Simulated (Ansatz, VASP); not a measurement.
**NbSnSe4: VASP beside Ansatz**

```
Nb Sn Se
1.0
     3.93906    0.00000    0.00000
     0.00000    3.93906    0.00000
     0.00000    0.00000   10.69906
Nb Sn Se
1 1 4
Direct
  0.00000 0.00000 0.50000
  0.50000 0.50000 0.00000
  0.00000 0.00000 0.26978
  0.00000 0.00000 0.73022
  0.50000 0.50000 0.50000
  0.00000 0.00000 0.00000
```

Alike in both runs: functional PBE; k mesh 3 × 3 × 2; occupations gaussian, width 0.15 eV; no spin polarisation.

Ansatz relaxed the structure, and its values are those at the end. VASP's run is a single point on that final structure, the one shown.

```csv
,VASP,Ansatz
version,VASP 6.6.1,Ansatz 0.2.0
potentials or method,"VASP PAW PBE potentials, release 64 (Nb_sv, Sn_d, Se), cutoff 500 eV","scalar-relativistic, plane waves, PAW"
valence electrons in the cell,51,91
```

VASP gave:

| Item | Value |
| --- | --- |
| gap on the k mesh at the Fermi level (eV) | none |
| pressure (GPa) | -0.1 |

Estimate Ansatz's values.

gap on the k mesh at the Fermi level (eV): none; pressure (GPa): 0.0.

A gap of «none» marks a metal or a gap that the smearing closes. The functional is the same, so the differences come from potentials, cutoffs and numerics. VASP's potentials hold 51 valence electrons a cell and Ansatz's 91, so a difference there can come from the potentials and not from the codes.

The k mesh is coarse, so the values compare programs but aren't converged.
